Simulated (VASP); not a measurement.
# HW12C12N in VASP: a series of runs

The runs below take HW12C12N through single point, with PBE.

All numbers are computed with VASP 6.6.1; they aren't measurements. Logs are shortened: lines on timing, memory, paths and dates and some standing lists are left out, and cuts for length are marked.

## (1) The cell of the first run

The cell holds a slab with vacuum, 26 atoms: a = 5.719 Å, b = 5.613 Å, c = 20.604 Å, α = 90.00°, β = 90.00°, γ = 90.00°.

## (2) Single point, PBE

The input, INCAR:

```
PREC     = Accurate       # precision mode
ENCUT    = 520            # plane-wave cutoff, eV
EDIFF    = 1E-6           # SCF threshold, eV
ISMEAR   = -1             # smearing method
SIGMA    = 0.15           # smearing width, eV
LREAL    = Auto         
LASPH    = T              # aspherical terms in the spheres
NELM     = 100            # most SCF steps
ALGO     = Normal         # electronic algorithm
ISIF     = 2              # what is computed and relaxed
LWAVE    = F              # write WAVECAR
LCHARG   = F              # write CHGCAR
GGA      = PE             # functional
NBANDS   = 130            # bands
```

The input, KPOINTS:

```
regular mesh
0
Gamma
  2 2 1
```

The input, POSCAR:

```
HW12C12N
1.0
    5.7190200000      0.0000000000      0.0000000000
    0.0000000000      5.6126800000      0.0000000000
    0.0000000000      0.0000000000     20.6037550000
W C N H
12 12 1 1
Direct
    0.0000000000      0.0000000000      0.0485348423
    0.2499728975     -0.0000890840      0.1670180994
   -0.0003846813      0.0000534504      0.2923981575
    0.0000000000      0.4999928733      0.0485348423
    0.2499554119      0.5000285069      0.1670180994
   -0.0003846813      0.5003313925      0.2923107948
    0.4999982514      0.0000000000      0.0485348423
    0.7500410910      0.0001959848      0.1669307367
    0.5003479617      0.0009621072      0.2926553922
    0.4999982514      0.4999928733      0.0485348423
    0.7500585765      0.4998147053      0.1668967623
    0.5002780197      0.4992445677      0.2926845131
    0.0001748551      0.2500409786      0.1262925132
    0.2537672538      0.2499162610      0.2471685380
   -0.0042489797      0.2525175139      0.3694617801
    0.0000349710      0.7499091343      0.1259187949
    0.2521760721      0.7486441415      0.2452902396
   -0.0020108340      0.7513166616      0.3637589362
    0.5001381356      0.2500766122      0.1262342714
    0.7475231770      0.2503082306      0.2456299835
    0.5395329969      0.2429320752      0.3794017159
    0.5000507080      0.7498378671      0.1259721832
    0.7454074299      0.7496775159      0.2455765951
    0.5027609625      0.7507999743      0.3624776163
    0.7088627072      0.2335426214      0.3954667487
    0.7183223699      0.4242892878      0.4184771174
```

Potentials or basis: VASP PAW PBE potentials, release 64 (W_sv, C, N, H).

The run is started by

```console
cat potpaw_PBE.64/W_sv/POTCAR potpaw_PBE.64/C/POTCAR potpaw_PBE.64/N/POTCAR potpaw_PBE.64/H/POTCAR > POTCAR
mpirun -np 1 vasp_std > vasp.out
```

OUTCAR:

```text
PREC = Accurate
   ENCUT = 520
   EDIFF = 1E-6
   ISMEAR = -1
   LREAL = Auto
   LASPH = T
   NELM = 100
   ISIF = 2
   GGA = PE

 ion  position               nearest neighbor table
   1  0.000  0.000  0.049-  16 2.12  13 2.13   4 2.81   4 2.81   8 2.83   2 2.83   7 2.86   7 2.86

   2  0.250  1.000  0.167-  17 2.14  14 2.17  13 2.17  19 2.17  16 2.17  22 2.18   5 2.81   5 2.81
                             1 2.83   7 2.83   8 2.86   8 2.86   3 2.95   9 2.96
   3  1.000  0.000  0.292-  18 2.03  15 2.13  14 2.22  20 2.23  23 2.24  17 2.24   6 2.80   6 2.81
                             9 2.86   9 2.86   8 2.95   2 2.95
   4  0.000  0.500  0.049-  16 2.12  13 2.13   1 2.81   1 2.81  11 2.83   5 2.83  10 2.86  10 2.86

   5  0.250  0.500  0.167-  17 2.13  14 2.17  13 2.17  19 2.17  22 2.17  16 2.17   2 2.81   2 2.81
                             4 2.83  10 2.83  11 2.86  11 2.86   6 2.95  12 2.96
   6  1.000  0.500  0.292-  18 2.04  15 2.11  14 2.23  17 2.23  20 2.23  23 2.24   3 2.80   3 2.81
                            12 2.86  12 2.86   5 2.95  11 2.95
   7  0.500  0.000  0.049-  22 2.13  19 2.13  10 2.81  10 2.81   8 2.83   2 2.83   1 2.86   1 2.86
[... 7 lines left out ...]
  11  0.750  0.500  0.167-  20 2.14  23 2.14  19 2.17  13 2.17  22 2.17  16 2.17   8 2.80   8 2.81
                             4 2.83  10 2.83   5 2.86   5 2.86   6 2.95  12 2.96
  12  0.500  0.499  0.293-  24 2.02  14 2.20  23 2.21  20 2.21  17 2.22  21 2.30   9 2.80   9 2.82
                             6 2.86   6 2.86   5 2.96  11 2.96
  13  0.000  0.250  0.126-   4 2.13   1 2.13  11 2.17   5 2.17   8 2.17   2 2.17
  14  0.254  0.250  0.247-   2 2.17   5 2.17   9 2.20  12 2.20   3 2.22   6 2.23
  15  0.996  0.253  0.369-  25 1.73   6 2.11   3 2.13
  16  0.000  0.750  0.126-   4 2.12   1 2.12   5 2.17  11 2.17   2 2.17   8 2.18
  17  0.252  0.749  0.245-   5 2.13   2 2.14  12 2.22   6 2.23   9 2.23   3 2.24
  18  0.998  0.751  0.364-   3 2.03   6 2.04
  19  0.500  0.250  0.126-  10 2.13   7 2.13  11 2.17   8 2.17   5 2.17   2 2.17
  20  0.748  0.250  0.246-  11 2.14   8 2.14  12 2.21   9 2.21   6 2.23   3 2.23
  21  0.540  0.243  0.379-  25 1.02   9 2.26  12 2.30
  22  0.500  0.750  0.126-  10 2.12   7 2.13  11 2.17   5 2.17   2 2.18   8 2.18
  23  0.745  0.750  0.246-  11 2.14   8 2.15  12 2.21   9 2.21   6 2.24   3 2.24
  24  0.503  0.751  0.362-   9 2.01  12 2.02
  25  0.709  0.234  0.395-  21 1.02  26 1.17  15 1.73
  26  0.718  0.424  0.418-  25 1.17

  LATTYP: Found a simple orthorhombic cell.
 ALAT       =     5.6126800000
 B/A-ratio  =     1.0189463857
 C/A-ratio  =     3.6709299301

  Lattice vectors:

 A1 = (   0.0000000000,  -5.6126800000,   0.0000000000)
 A2 = (   5.7190200000,   0.0000000000,   0.0000000000)
 A3 = (   0.0000000000,   0.0000000000,  20.6037550000)

Analysis of symmetry for initial positions (statically):
=====================================================================
 Subroutine PRICEL returns:
 Original cell was already a primitive cell.

 Routine SETGRP: Setting up the symmetry group for a
 simple orthorhombic supercell.

 Subroutine GETGRP returns: Found  1 space group operations
 (whereof  1 operations were pure point group operations)
 out of a pool of  8 trial point group operations.

The static configuration has the point symmetry C_1 .

Analysis of symmetry for dynamics (positions and initial velocities):
=====================================================================
 Subroutine PRICEL returns:
 Original cell was already a primitive cell.

 Routine SETGRP: Setting up the symmetry group for a
 simple orthorhombic supercell.

 Subroutine GETGRP returns: Found  1 space group operations
 (whereof  1 operations were pure point group operations)
 out of a pool of  8 trial point group operations.

The dynamic configuration has the point symmetry C_1 .

 Subroutine INISYM returns: Found  1 space group operations
 (whereof  1 operations are pure point group operations),
 and found     1 'primitive' translations

----------------------------------------------------------------------------------------

                                     Primitive cell

  volume of cell :     661.3605

  direct lattice vectors                    reciprocal lattice vectors
     5.719020000  0.000000000  0.000000000     0.174855133  0.000000000  0.000000000
     0.000000000  5.612680000  0.000000000     0.000000000  0.178168005  0.000000000
     0.000000000  0.000000000 20.603755000     0.000000000  0.000000000  0.048534842

  length of vectors
     5.719020000  5.612680000 20.603755000     0.174855133  0.178168005  0.048534842

  position of ions in fractional coordinates (direct lattice)
     0.000000000  0.000000000  0.048534842
     0.249972898  0.999910916  0.167018099
     0.999615319  0.000053450  0.292398158
     0.000000000  0.499992873  0.048534842
     0.249955412  0.500028507  0.167018099
     0.999615319  0.500331393  0.292310795
[... 18 lines left out ...]
     0.708862707  0.233542621  0.395466749
     0.718322370  0.424289288  0.418477117

  ion indices of the primitive-cell ions
   primitive index   ion index
                 1           1
                 2           2
                 3           3
                 4           4
                 5           5
                 6           6
[... 18 lines left out ...]
                25          25
                26          26

----------------------------------------------------------------------------------------

 KPOINTS: regular mesh

Automatic generation of k-mesh.
 Grid dimensions read from file:
 generate k-points for:    2    2    1

 Generating k-lattice:

  Cartesian coordinates                     Fractional coordinates (reciprocal lattice)
     0.087427566  0.000000000  0.000000000     0.500000000  0.000000000  0.000000000
     0.000000000  0.089084003  0.000000000     0.000000000  0.500000000  0.000000000
     0.000000000  0.000000000  0.048534842     0.000000000  0.000000000  1.000000000

  Length of vectors
     0.087427566  0.089084003  0.048534842

  Shift w.r.t. Gamma in fractional coordinates (k-lattice)
     0.000000000  0.000000000  0.000000000

 Subroutine IBZKPT returns following result:
 ===========================================

 Found      4 irreducible k-points:

 Following reciprocal coordinates:
            Coordinates               Weight
  0.000000  0.000000  0.000000      1.000000
  0.500000  0.000000  0.000000      1.000000
  0.000000  0.500000  0.000000      1.000000
  0.500000  0.500000  0.000000      1.000000
   k-points           NKPTS =      4   k-points in BZ     NKDIM =      4   number of bands    NBANDS=    130
   number of dos      NEDOS =    301   number of ions     NIONS =     26
   total plane-waves  NPLWV = 322560
   dimension x,y,z NGX =    48 NGY =   42 NGZ =  160
   dimension x,y,z NGXF=    96 NGYF=   84 NGZF=  320
   ions per type =              12  12   1   1
   NGX,Y,Z   is equivalent  to a cutoff of  13.95, 12.44, 12.91 a.u.
   NGXF,Y,Z  is equivalent  to a cutoff of  27.91, 24.88, 25.82 a.u.
 SYSTEM =  unknown system
   PREC   = accura    normal or accurate (medium, high low for compatibility)
   ISTART =      0    job   : 0-new  1-cont  2-samecut
   ICHARG =      2    charge: 1-file 2-atom 10-const
   ISPIN  =      1    spin polarized calculation?
   LNONCOLLINEAR =      F non collinear calculations
   LSORBIT =      F    spin-orbit coupling
   LASPH  =      T    aspherical Exc in radial PAW
   ENCUT  =  520.0 eV  38.22 Ry    6.18 a.u.  10.63 10.44 38.31*2*pi/ulx,y,z
   NELM   =    100;   NELMIN=  2; NELMDL= -5     # of ELM steps
   EDIFF  = 0.1E-05   stopping-criterion for ELM
   LREAL  =      T    real-space projection
   EDIFFG = 0.1E-04   stopping-criterion for IOM
   NSW    =      0    number of steps for IOM
   IBRION =     -1    ionic relax: 0-MD 1-quasi-New 2-CG
   NFREE  =      0    steps in history (QN), initial steepest desc. (CG)
   ISIF   =      2    stress and relaxation
   ISYM   =      2    0-nonsym 1-usesym 2-fastsym
   POTIM  = 0.5000    time-step for ionic-motion
   TEBEG  =    0.0;   TEEND  =   0.0 temperature during run
   PSTRESS=    0.0 pullay stress
   NELECT =     222.0000    total number of electrons
   NUPDOWN=      -1.0000    fix difference up-down
   EMIN   =  10.00;   EMAX   =-10.00  energy-range for DOS
   EFERMI =   0.00;   METHOD = LEGACY
   ISMEAR =    -1;   SIGMA  =   0.15  broadening in eV -4-tet -1-fermi 0-gaus
   EFERMI_NEDOS =   21; number of points for ismear=-14 and -15
   IALGO  =     38    algorithm
   IMIX   =      4    mixing-type and parameters
     AMIX     =   0.40;   BMIX     =  1.00
     AMIX_MAG =   1.60;   BMIX_MAG =  1.00
  volume/ion in A,a.u.               =      25.44       171.66
  Fermi-wavevector in a.u.,A,eV,Ry     =   1.137749  2.150034 17.612366  1.294472
  Thomas-Fermi vector in A             =   2.274454
   LORBIT       =      0    0 simple, 1 ext, 2 COOP (PROOUT), +10 PAW based schemes
   GGA     = PE    functional components
   LHFCALC =     F    Hartree Fock is set to
   AEXX    =    0.0000 exact exchange contribution
   IVDW    =     0    specifies the selected vdW correction
   LEPSILON=     F    determine dielectric tensor
   LRPA    =     F    only Hartree local field effects (RPA)
 non-spin polarized calculation
  energy-cutoff  :      520.00
  volume of cell :      661.36
 maximum number of plane-waves:     17832
 NGX is ok and might be reduce to    48
   NGX = 21   NGY = 21   NGZ = 77

 number of electron     221.9999947 magnetization

 Free energy of the ion-electron system (eV)
  ---------------------------------------------------
  ext. energy  EPLUGINS =         0.00000000
  ---------------------------------------------------
  free energy    TOTEN  =      -250.14846571 eV

  energy without entropy =     -248.98232341  energy(sigma->0) =     -249.56539456

 E-fermi :   1.5136     XC(G=0):  -6.4474

 val. band max:        1.4880292514   @ k =   0.0000   0.0000   0.0000
 cond. band min:       1.5164789947   @ k =   0.5000   0.0000   0.0000
 fundamental gap:      0.0284497432
 Fermi energy:         1.5136230234

 k-point     1 :       0.0000    0.0000    0.0000
  band No.  band energies     occupation
      1     -72.6878      2.00000
      2     -72.6413      2.00000
      3     -72.6384      2.00000
      4     -72.5930      2.00000
      5     -72.5901      2.00000
      6     -72.5619      2.00000
[... 493 lines left out ...]
    122       2.2562      0.01406
    123       2.3102      0.00983
 [bands above 123 left out]

------------------------ aborting loop because EDIFF is reached ----------------------------------------

  FORCE on cell =-STRESS in cart. coord.  units (eV):
  Direction    XX          YY          ZZ          XY          YZ          ZX
  --------------------------------------------------------------------------------------
  -------------------------------------------------------------------------------------
  Total       44.7138590     14.7437945     11.1049865     -0.2067102      1.9651497     11.8683428
  in kB      108.3214490     35.7175431     26.9023577     -0.5007653      4.7606686     28.7516246
  external PRESSURE =      56.9804499 kB  Pullay stress =       0.0000000 kB

 VOLUME and BASIS-vectors are now :
 -----------------------------------------------------------------------------
  energy-cutoff  :      520.00
  volume of cell :      661.36
      direct lattice vectors                 reciprocal lattice vectors
     5.719020000  0.000000000  0.000000000     0.174855133  0.000000000  0.000000000
     0.000000000  5.612680000  0.000000000     0.000000000  0.178168005  0.000000000
     0.000000000  0.000000000 20.603755000     0.000000000  0.000000000  0.048534842

 POSITION                                       TOTAL-FORCE (eV/Angst)
 -----------------------------------------------------------------------------------
      0.00000      0.00000      1.00000        -0.001597     -0.085593     -0.527607
      1.42960      5.61218      3.44120        -0.002485     -0.000110      0.664320
      5.71682      0.00030      6.02450         0.006583     -0.461675      0.418620
      0.00000      2.80630      1.00000        -0.015529      0.090862     -0.568487
      1.42950      2.80650      3.44120         0.002407     -0.024349      0.657122
      5.71682      2.80820      6.02270        -0.047122      0.252750      0.582370
[... 18 lines left out ...]
      4.05400      1.31080      8.14810        31.964985      2.809033     13.692288
      4.10810      2.38140      8.62220         1.002935     -0.848950      0.279028
 -----------------------------------------------------------------------------------
    total drift:                                0.000266     -0.001835      0.006551

  FREE ENERGIE OF THE ION-ELECTRON SYSTEM (eV)
  ---------------------------------------------------
  free  energy   TOTEN  =      -250.1484657056 eV

  energy  without entropy=     -248.9823234113  energy(sigma->0) =     -249.56539456
```

It took 20 min on 1 thread of Intel Xeon Platinum 8488C (Sapphire Rapids), shared host; peak memory 0.79 GiB.

What came out:

* Free energy: -250.1485 eV
* Largest force: 34.887 eV/Å
* Band gap on the k mesh: zero (band 111 reaches 1.53 eV, above the bottom of band 112 at 1.32 eV)

Forces in eV/Å, atoms in the order of the input:
```
W    -0.002  -0.086  -0.528
W    -0.002   0.000   0.664
W     0.007  -0.462   0.419
W    -0.016   0.091  -0.568
W     0.002  -0.024   0.657
W    -0.047   0.253   0.582
W    -0.018  -0.060  -0.479
W    -0.002  -0.006   0.466
W    -0.240  -2.093  -1.250
W     0.027   0.036  -0.494
W    -0.021   0.069   0.478
W    -0.190   1.195  -0.799
C     0.024  -0.010  -0.655
C    -0.248   0.069   1.360
C    -0.580  -0.909  -1.539
C     0.014  -0.001  -0.723
C     0.420   0.056   1.274
C    -0.488   0.101  -0.955
C    -0.040  -0.029  -0.734
C     0.119   0.002   1.742
C   -31.832  -0.329 -13.120
C    -0.007   0.017  -0.758
C    -0.005   0.035   1.098
C     0.157   0.125  -0.110
N    31.965   2.809  13.692
H     1.003  -0.849   0.279
```

Levels at points of the mesh, in eV from the Fermi level:
| k point | band 109 | band 110 | band 111 | band 112 | band 113 | band 114 |
| --- | --- | --- | --- | --- | --- | --- |
| (0.00, 0.00, 0.00) | -0.05 | -0.03 | 0.02 | 0.60 | 0.68 | 0.71 |
| (0.50, 0.00, 0.00) | -0.33 | -0.06 | -0.03 | 0.00 | 0.02 | 0.29 |
| (0.00, 0.50, 0.00) | -0.23 | -0.18 | -0.08 | 0.01 | 0.13 | 0.62 |
| (0.50, 0.50, 0.00) | -0.31 | -0.28 | -0.24 | -0.20 | -0.10 | -0.07 |

Caveat: the k points lie up to 0.56 Å⁻¹ apart; spin-orbit coupling is left out, which moves the levels of the heavy elements.

(Part 1 of 2 ends here.)
